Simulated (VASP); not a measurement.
# H in VASP: further runs, part 4 of 5

VASP 6.6.1. The steps go on from the part before.

## Step 5: Single point, PBE

This run uses another cell than the first one, of 14.78 Å³/atom, 1.060 times its volume.

The input, INCAR:

```
ALGO     = Normal         # electronic algorithm
EDIFF    = 1E-7           # SCF threshold, eV
ENCUT    = 520            # plane-wave cutoff, eV
GGA      = PE             # functional
ISIF     = 2              # what is computed and relaxed
ISMEAR   = -1             # smearing method
LASPH    = True           # aspherical terms in the spheres
LCHARG   = False          # write CHGCAR
LREAL    = False          # projectors in reciprocal space
LWAVE    = False          # write WAVECAR
NBANDS   = 10             # bands
NELM     = 60             # most SCF steps
PREC     = Accurate       # precision mode
SIGMA    = 0.05           # smearing width, eV
```

The input, KPOINTS:

```
k-points
0
Gamma
  7 7 7
```

The input, POSCAR:

```
H
1.0
    2.6749352543     -2.6172490651      0.0000000000
    2.6749352543      2.6172490651      0.0000000000
    0.0000000000      0.0000000000      4.2230507409
H
4
Direct
    0.0467043700      0.9532956300      0.9314911100
    0.5467043700      0.4532956300      0.5685088900
    0.4532956300      0.5467043700      0.4314911100
    0.9532956300      0.0467043700      0.0685088900
```

Potentials or basis: VASP PAW PBE potentials, release 64 (H).

Launch:

```sh
> cat potpaw_PBE.64/H/POTCAR > POTCAR
> mpirun -np 1 vasp_std > vasp.out
```

OUTCAR:

```text
EDIFF = 1E-7
   ENCUT = 520
   GGA = PE
   ISIF = 2
   ISMEAR = -1
   LASPH = True
   LREAL = False
   NELM = 60
   PREC = Accurate

 ion  position               nearest neighbor table
   1  0.047  0.953  0.931-   4 0.76
   2  0.547  0.453  0.569-   3 0.76
   3  0.453  0.547  0.431-   2 0.76
   4  0.953  0.047  0.069-   1 0.76

  LATTYP: Found a base centered orthorhombic cell.
 ALAT       =     5.2344981302
 B/A-ratio  =     1.0220407717
 C/A-ratio  =     0.8067728053

  Lattice vectors:

 A1 = (  -2.6749352543,  -2.6172490651,   0.0000000000)
 A2 = (   2.6749352543,  -2.6172490651,   0.0000000000)
 A3 = (   0.0000000000,   0.0000000000,   4.2230507409)

Analysis of symmetry for initial positions (statically):
=====================================================================
 Subroutine PRICEL returns:
 Original cell was already a primitive cell.

 Routine SETGRP: Setting up the symmetry group for a
 base centered orthorhombic supercell.

 Subroutine GETGRP returns: Found  8 space group operations
 (whereof  4 operations were pure point group operations)
 out of a pool of  8 trial point group operations.

The static configuration has the point symmetry C_2h.
 The point group associated with its full space group is D_2h.

Analysis of symmetry for dynamics (positions and initial velocities):
=====================================================================
 Subroutine PRICEL returns:
 Original cell was already a primitive cell.

 Routine SETGRP: Setting up the symmetry group for a
 base centered orthorhombic supercell.

 Subroutine GETGRP returns: Found  8 space group operations
 (whereof  4 operations were pure point group operations)
 out of a pool of  8 trial point group operations.

The dynamic configuration has the point symmetry C_2h.
 The point group associated with its full space group is D_2h.

 Subroutine INISYM returns: Found  8 space group operations
 (whereof  4 operations are pure point group operations),
 and found     1 'primitive' translations

----------------------------------------------------------------------------------------

                                     Primitive cell

  volume of cell :      59.1309

  direct lattice vectors                    reciprocal lattice vectors
     2.674935254 -2.617249065  0.000000000     0.186920412 -0.191040282  0.000000000
     2.674935254  2.617249065  0.000000000     0.186920412  0.191040282  0.000000000
     0.000000000  0.000000000  4.223050741     0.000000000  0.000000000  0.236795639

  length of vectors
     3.742361725  3.742361725  4.223050741     0.267274447  0.267274447  0.236795639

  position of ions in fractional coordinates (direct lattice)
     0.046704370  0.953295630  0.931491110
     0.546704370  0.453295630  0.568508890
     0.453295630  0.546704370  0.431491110
     0.953295630  0.046704370  0.068508890

  ion indices of the primitive-cell ions
   primitive index   ion index
                 1           1
                 2           2
                 3           3
                 4           4

[... 23 lines left out ...]

 Found     64 irreducible k-points:

 Following reciprocal coordinates:
            Coordinates               Weight
  0.000000  0.000000  0.000000      1.000000
  0.142857 -0.000000  0.000000      4.000000
  0.285714  0.000000  0.000000      4.000000
  0.428571  0.000000  0.000000      4.000000
  0.142857  0.142857  0.000000      2.000000
  0.285714  0.142857  0.000000      4.000000
[... 16 lines left out ...]
  0.428571  0.142857  0.142857      8.000000
 -0.428571  0.142857  0.142857      8.000000
 [... further k-points ...]
   k-points           NKPTS =     64   k-points in BZ     NKDIM =     64   number of bands    NBANDS=     10
   number of dos      NEDOS =    301   number of ions     NIONS =      4
   total plane-waves  NPLWV =  25088
   dimension x,y,z NGX =    28 NGY =   28 NGZ =   32
   dimension x,y,z NGXF=    56 NGYF=   56 NGZF=   64
   ions per type =               4
   NGX,Y,Z   is equivalent  to a cutoff of  12.44, 12.44, 12.60 a.u.
   NGXF,Y,Z  is equivalent  to a cutoff of  24.88, 24.88, 25.19 a.u.
 SYSTEM =  unknown system
   PREC   = accura    normal or accurate (medium, high low for compatibility)
   ISTART =      0    job   : 0-new  1-cont  2-samecut
   ICHARG =      2    charge: 1-file 2-atom 10-const
   ISPIN  =      1    spin polarized calculation?
   LNONCOLLINEAR =      F non collinear calculations
   LSORBIT =      F    spin-orbit coupling
   LASPH  =      T    aspherical Exc in radial PAW
   ENCUT  =  520.0 eV  38.22 Ry    6.18 a.u.   6.96  6.96  7.85*2*pi/ulx,y,z
   NELM   =     60;   NELMIN=  2; NELMDL= -5     # of ELM steps
   EDIFF  = 0.1E-06   stopping-criterion for ELM
   LREAL  =      F    real-space projection
   EDIFFG = 0.1E-05   stopping-criterion for IOM
   NSW    =      0    number of steps for IOM
   IBRION =     -1    ionic relax: 0-MD 1-quasi-New 2-CG
   NFREE  =      0    steps in history (QN), initial steepest desc. (CG)
   ISIF   =      2    stress and relaxation
   ISYM   =      2    0-nonsym 1-usesym 2-fastsym
   POTIM  = 0.5000    time-step for ionic-motion
   TEBEG  =    0.0;   TEEND  =   0.0 temperature during run
   PSTRESS=    0.0 pullay stress
   NELECT =       4.0000    total number of electrons
   NUPDOWN=      -1.0000    fix difference up-down
   EMIN   =  10.00;   EMAX   =-10.00  energy-range for DOS
   EFERMI =   0.00;   METHOD = LEGACY
   ISMEAR =    -1;   SIGMA  =   0.05  broadening in eV -4-tet -1-fermi 0-gaus
   EFERMI_NEDOS =   21; number of points for ismear=-14 and -15
   IALGO  =     38    algorithm
   IMIX   =      4    mixing-type and parameters
     AMIX     =   0.40;   BMIX     =  1.00
     AMIX_MAG =   1.60;   BMIX_MAG =  1.00
  volume/ion in A,a.u.               =      14.78        99.76
  Fermi-wavevector in a.u.,A,eV,Ry     =   0.667047  1.260537  6.053941  0.444952
  Thomas-Fermi vector in A             =   1.741535
   LORBIT       =      0    0 simple, 1 ext, 2 COOP (PROOUT), +10 PAW based schemes
   GGA     = PE    functional components
   LHFCALC =     F    Hartree Fock is set to
   AEXX    =    0.0000 exact exchange contribution
   IVDW    =     0    specifies the selected vdW correction
   LEPSILON=     F    determine dielectric tensor
   LRPA    =     F    only Hartree local field effects (RPA)
 non-spin polarized calculation
  energy-cutoff  :      520.00
  volume of cell :       59.13
 maximum number of plane-waves:      1613
   NGX = 13   NGY = 13   NGZ = 15

 number of electron       4.0000004 magnetization

 Free energy of the ion-electron system (eV)
  ---------------------------------------------------
  ext. energy  EPLUGINS =         0.00000000
  ---------------------------------------------------
  free energy    TOTEN  =       -13.57922085 eV

  energy without entropy =      -13.57922085  energy(sigma->0) =      -13.57922085

 E-fermi :  -7.6105     XC(G=0):  -4.8067

 val. band max:       -8.6183820195   @ k =   0.0000   0.0000   0.0000
 cond. band min:       0.6628956595   @ k =   0.4286   0.0000   0.4286
 fundamental gap:      9.2812776790
 Fermi energy:        -7.6105083205

 k-point     1 :       0.0000    0.0000    0.0000
  band No.  band energies     occupation
      1     -10.2551      2.00000
      2      -8.6184      2.00000
      3       2.5852      0.00000
      4       3.7448      0.00000
      5       4.2524      0.00000
      6       6.3839      0.00000
      7       6.6705      0.00000
      8       8.0951      0.00000
      9       9.9442      0.00000
     10      10.6994      0.00000
[... 287 lines left out ...]
 k-point    24 :      -0.4286    0.1429    0.1429
  band No.  band energies     occupation
      1      -9.3803      2.00000
      2      -9.1193      2.00000
      3       1.5314      0.00000
      4       1.9962      0.00000
      5       4.4578      0.00000
      6       5.7917      0.00000
      7       6.9812      0.00000
      8       8.9359      0.00000
      9      10.3709      0.00000
     10      11.3329      0.00000

 [... further k-points ...]
[... 5 lines left out ...]
  --------------------------------------------------------------------------------------
  -------------------------------------------------------------------------------------
  Total       -0.0315356     -0.2032631     -0.2456062      0.0000000      0.0000000      0.0000000
  in kB       -0.8544713     -5.5074988     -6.6548043      0.0000000      0.0000000      0.0000000
  external PRESSURE =      -4.3389248 kB  Pullay stress =       0.0000000 kB

 VOLUME and BASIS-vectors are now :
 -----------------------------------------------------------------------------
  energy-cutoff  :      520.00
  volume of cell :       59.13
      direct lattice vectors                 reciprocal lattice vectors
     2.674935254 -2.617249065  0.000000000     0.186920412 -0.191040282  0.000000000
     2.674935254  2.617249065  0.000000000     0.186920412  0.191040282  0.000000000
     0.000000000  0.000000000  4.223050741     0.000000000  0.000000000  0.236795639

 POSITION                                       TOTAL-FORCE (eV/Angst)
 -----------------------------------------------------------------------------------
      2.67494      2.37278      3.93373         0.000000      0.154455      0.182251
      2.67494     -0.24447      2.40084         0.000000      0.154455     -0.182251
      2.67494      0.24447      1.82221         0.000000     -0.154455      0.182251
      2.67494     -2.37278      0.28932         0.000000     -0.154455     -0.182251
 -----------------------------------------------------------------------------------
    total drift:                                0.000000     -0.000000      0.000000

  FREE ENERGIE OF THE ION-ELECTRON SYSTEM (eV)
  ---------------------------------------------------
  free  energy   TOTEN  =       -13.5792208509 eV

  energy  without entropy=      -13.5792208508  energy(sigma->0) =      -13.57922085
```

Wall time 19 s (1 thread of Intel Xeon Platinum 8375C at 2.90GHz (Ice Lake), shared host); peak memory 0.17 GiB.

Results:

```yaml
Free_energy: -13.5792 eV
Pressure: -0.4 GPa
Largest_force: 0.239 eV/Å
Band_gap_on_the_k_mesh: 9.28 eV, indirect (least direct gap 9.82 eV)
```

Forces in eV/Å, atoms in the order of the input:
```
H    0.000  0.154  0.182
H    0.000  0.154 -0.182
H    0.000 -0.154  0.182
H    0.000 -0.154 -0.182
```

A k mesh can miss the band edges. PBE gaps usually lie below the measured ones, often by a third to a half.

(Continued in part 5 of 5.)
